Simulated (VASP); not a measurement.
# Mo (P6/mmm) in VASP: notebook, part 2 of 2

VASP 6.6.1.

**4. Single point, PBE (strain +0.015 along x and y, -0.015 along z)**

Input file INCAR:

```
PREC     = Accurate       # precision mode
ENCUT    = 520            # plane-wave cutoff, eV
EDIFF    = 1E-6           # SCF threshold, eV
ISMEAR   = 0              # smearing method
SIGMA    = 0.15           # smearing width, eV
LREAL    = F              # projectors in reciprocal space
LASPH    = T              # aspherical terms in the spheres
NELM     = 80             # most SCF steps
ALGO     = Normal         # electronic algorithm
ISIF     = 2              # what is computed and relaxed
LWAVE    = F              # write WAVECAR
LCHARG   = F              # write CHGCAR
GGA      = PE             # functional
NBANDS   = 13             # bands
```

Input file KPOINTS:

```
regular mesh
0
Gamma
  21 21 18
```

Input file POSCAR:

```
Mo
1.0
    2.7765430532      0.0000000000      0.0000000000
   -1.3882715266      2.4045568187      0.0000000000
    0.0000000000      0.0000000000      2.5168529895
Mo
1
Direct
    0.0000000000      0.0000000000      0.5000000000
```

Potentials or basis: VASP PAW PBE potentials, release 64 (Mo_sv).

Launch:

```sh
cat potpaw_PBE.64/Mo_sv/POTCAR > POTCAR
mpirun -np 1 vasp_std > vasp.out
```

OUTCAR:

```text
PREC = Accurate
   ENCUT = 520
   EDIFF = 1E-6
   ISMEAR = 0
   LREAL = F
   LASPH = T
   NELM = 80
   ISIF = 2
   GGA = PE

 ion  position               nearest neighbor table
   1  0.000  0.000  0.500-

  LATTYP: Found a hexagonal cell.
 ALAT       =     2.7765430532
 C/A-ratio  =     0.9064700029

  Lattice vectors:

 A1 = (   2.7765430532,   0.0000000000,   0.0000000000)
 A2 = (  -1.3882715266,   2.4045568187,   0.0000000000)
[... 562 lines left out ...]
     11      25.3544      0.00000
     12      26.6686      0.00000
     13      30.0325      0.00000

 [... further k-points ...]

------------------------ aborting loop because EDIFF is reached ----------------------------------------

  FORCE on cell =-STRESS in cart. coord.  units (eV):
  Direction    XX          YY          ZZ          XY          YZ          ZX
  --------------------------------------------------------------------------------------
  -------------------------------------------------------------------------------------
  Total        0.0314825      0.0314825      0.1302055      0.0000000     -0.0000000      0.0000000
  in kB        3.0018047      3.0018047     12.4148844      0.0000000     -0.0000000      0.0000000
  external PRESSURE =       6.1394979 kB  Pullay stress =       0.0000000 kB

 VOLUME and BASIS-vectors are now :
 -----------------------------------------------------------------------------
  energy-cutoff  :      520.00
  volume of cell :       16.80
      direct lattice vectors                 reciprocal lattice vectors
     2.776543053  0.000000000  0.000000000     0.360160091  0.207938526  0.000000000
    -1.388271527  2.404556819  0.000000000     0.000000000  0.415877052  0.000000000
     0.000000000  0.000000000  2.516852989     0.000000000  0.000000000  0.397321577

 POSITION                                       TOTAL-FORCE (eV/Angst)
 -----------------------------------------------------------------------------------
      0.00000      0.00000      1.25843         0.000000      0.000000      0.000000
 -----------------------------------------------------------------------------------
    total drift:                                0.000000      0.000000      0.000000

  FREE ENERGIE OF THE ION-ELECTRON SYSTEM (eV)
  ---------------------------------------------------
  free  energy   TOTEN  =       -10.0663601109 eV

  energy  without entropy=      -10.0553458491  energy(sigma->0) =      -10.06085298
```

It took 66 s on 1 thread of AMD EPYC 7R13 (Zen 3), shared host; peak memory 0.18 GiB.

Results:

| Item | Value |
| --- | --- |
| Free energy | -10.0664 eV |
| Pressure | 0.6 GPa |
| Band gap on the k mesh | zero (band 7 reaches 12.16 eV, above the bottom of band 8 at 10.41 eV) |

Stress tensor (GPa, compression positive):
```
0.30 0.00 0.00
0.00 0.30 0.00
0.00 0.00 1.24
```

Levels at points of the mesh, in eV from the Fermi level:
| k point | band 4 | band 5 | band 6 | band 7 | band 8 | band 9 | band 10 | band 11 |
| --- | --- | --- | --- | --- | --- | --- | --- | --- |
| (0.00, 0.00, 0.00) | -34.10 | -6.67 | -4.25 | -0.88 | -0.88 | 4.19 | 4.19 | 12.82 |
| (0.00, 0.00, 0.50) | -34.17 | -3.43 | 0.04 | 0.04 | 0.31 | 0.53 | 0.53 | 10.59 |

Caveat: the cell differs from its parent crystal (strain +0.015 along x and y, -0.015 along z).

**5. Single point, PBE (strain +0.030 along x and y, -0.030 along z)**

Input file INCAR:

```
  ALGO = Fast
  EDIFF = 1E-6
  ENCUT = 520
  GGA = PE
  ISIF = 2
  ISMEAR = 0
  LASPH = True
  LCHARG = True
  LELF = True
  LREAL = False
  LVHAR = True
  LWAVE = False
  NBANDS = 13
  NELM = 80
  PREC = Accurate
  SIGMA = 0.15
```

Input file KPOINTS:

```
k-points
0
Gamma
  21 21 18
```

Input file POSCAR:

```
Mo
1.0
    2.8175757091      0.0000000000      0.0000000000
   -1.4087878546      2.4400921412      0.0000000000
    0.0000000000      0.0000000000      2.4785252790
Mo
1
Direct
    0.0000000000      0.0000000000      0.5000000000
```

Launch:

```sh
cat potpaw_PBE.64/Mo_sv/POTCAR > POTCAR
mpirun -np 1 vasp_std > vasp.out
```

It took 2.1 min on 1 thread of AMD EPYC 7R13 (Zen 3), shared host; peak memory 0.18 GiB.

It converged, with:

```
Free energy            : -10.0545 eV
Pressure               : -1.7 GPa
Band gap on the k mesh : zero (band 7 reaches 11.78 eV, above the bottom of band 8 at 10.16 eV)
```

Stress tensor (GPa, compression positive):
```
-4.83  0.00  0.00
 0.00 -4.83  0.00
 0.00  0.00  4.65
```

Levels at points of the mesh, in eV from the Fermi level:
| k point | band 4 | band 5 | band 6 | band 7 | band 8 | band 9 | band 10 | band 11 |
| --- | --- | --- | --- | --- | --- | --- | --- | --- |
| (0.00, 0.00, 0.00) | -33.91 | -6.55 | -4.19 | -0.85 | -0.85 | 4.32 | 4.32 | 12.65 |
| (0.00, 0.00, 0.50) | -34.16 | -3.12 | 0.19 | 0.19 | 0.26 | 0.26 | 0.60 | 11.16 |

Caveat: the cell differs from its parent crystal (strain +0.030 along x and y, -0.030 along z).

**6. Single point, PBE (strain +0.000 along x and y, +0.030 along z)**

Input file INCAR:

```
SYSTEM = Mo
ALGO     = Normal         ! electronic algorithm
EDIFF    = 1E-6           ! SCF threshold, eV
ENCUT    = 520            ! plane-wave cutoff, eV
GGA      = PE             ! functional
ISIF     = 2              ! what is computed and relaxed
ISMEAR   = 0              ! smearing method
LASPH    = .TRUE.         ! aspherical terms in the spheres
LCHARG   = .TRUE.         ! write CHGCAR
LELF     = .TRUE.         ! ELF
LREAL    = .FALSE.        ! projectors in reciprocal space
LVHAR    = .TRUE.       
LWAVE    = .FALSE.        ! write WAVECAR
NBANDS   = 13             ! bands
NELM     = 60             ! most SCF steps
PREC     = Accurate       ! precision mode
SIGMA    = 0.15           ! smearing width, eV
```

Input file KPOINTS:

```
k-points
0
G
  21 21 18
  0 0 0
```

Input file POSCAR:

```
Mo
1.0
    2.7355103972      0.0000000000      0.0000000000
   -1.3677551986      2.3690214963      0.0000000000
    0.0000000000      0.0000000000      2.6318361210
Mo
1
Direct
    0.0000000000      0.0000000000      0.5000000000
```

Potentials or basis: VASP PAW PBE potentials, release 64 (Mo_sv).

Launch:

```sh
cat potpaw_PBE.64/Mo_sv/POTCAR > POTCAR
mpirun -np 1 vasp_std > vasp.out
```

It took 80 s on 1 thread of AMD EPYC 7R13 (Zen 3), shared host; peak memory 0.17 GiB.

It converged, with:

```
Free energy            : -10.0358 eV
Pressure               : -1.7 GPa
Band gap on the k mesh : zero (band 7 reaches 11.88 eV, above the bottom of band 8 at 10.32 eV)
```

Stress tensor (GPa, compression positive):
```
  3.19   0.00   0.00
  0.00   3.19   0.00
  0.00   0.00 -11.50
```

Levels at points of the mesh, in eV from the Fermi level:
```tsv
k point	band 4	band 5	band 6	band 7	band 8	band 9	band 10	band 11
(0.00, 0.00, 0.00)	-34.37	-6.75	-4.19	-0.88	-0.88	3.79	3.79	13.14
(0.00, 0.00, 0.50)	-34.26	-3.91	-0.29	-0.21	-0.21	1.03	1.03	8.94
```

Caveat: the cell differs from its parent crystal (strain +0.000 along x and y, +0.030 along z).

**7. Overview**

| cell | gap on the mesh (eV) | pressure (GPa) |
| --- | --- | --- |
| a = 2.777, b = 2.777, c = 2.479 Å, angles 90.0, 90.0, 120.0°, 1 atom | none | 4.2 |
| a = 2.736, b = 2.736, c = 2.594 Å, angles 90.0, 90.0, 120.0°, 1 atom | none | 0.9 |
| a = 2.777, b = 2.777, c = 2.517 Å, angles 90.0, 90.0, 120.0°, 1 atom | none | 0.6 |
| a = 2.818, b = 2.818, c = 2.479 Å, angles 90.0, 90.0, 120.0°, 1 atom | none | -1.7 |
| a = 2.736, b = 2.736, c = 2.632 Å, angles 90.0, 90.0, 120.0°, 1 atom | none | -1.7 |

Alike in all rows: task single point; level PBE; potentials or basis VASP PAW PBE potentials, release 64 (Mo_sv); no spin polarisation; k mesh 21 × 21 × 18; cutoff (eV) 520; smearing gaussian 0.15 eV.

Total energies depend on the potentials used, so only differences within one code and one set of settings carry meaning.
